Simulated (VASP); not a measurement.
A run of VASP 6.6.1 is set up as follows.

Contents of INCAR:

```
ALGO = Normal
EDIFF = 1E-7
ENCUT = 520
GGA = PE
ISIF = 2
ISMEAR = -1
LASPH = True
LCHARG = True
LELF = True
LREAL = False
LVHAR = True
LWAVE = False
NBANDS = 9
NELM = 100
PREC = Accurate
SIGMA = 0.13605693000000002
```

File KPOINTS:

```
k-points
0
Gamma
  8 8 8
```

Contents of POSCAR:

```
Mg
1.0
    0.0000000000      3.4360071755      3.4360071755
    3.4360071755      0.0000000000      3.4360071755
    3.4360071755      3.4360071755      0.0000000000
Mg
2
Direct
    0.0000000000      0.0000000000      0.0000000000
    0.2500000000      0.2500000000      0.2500000000
```

Potentials or basis: VASP PAW PBE potentials, release 64 (Mg).

Launch:

```bash
$ cat potpaw_PBE.64/Mg/POTCAR > POTCAR
$ mpirun -np 1 vasp_std > vasp.out
```

Q: Predict the pressure.

A: 0.0 GPa.

Q: Predict the band gap on the k mesh.

A: Zero (band 2 reaches 3.25 eV, above the bottom of band 3 at -0.30 eV).
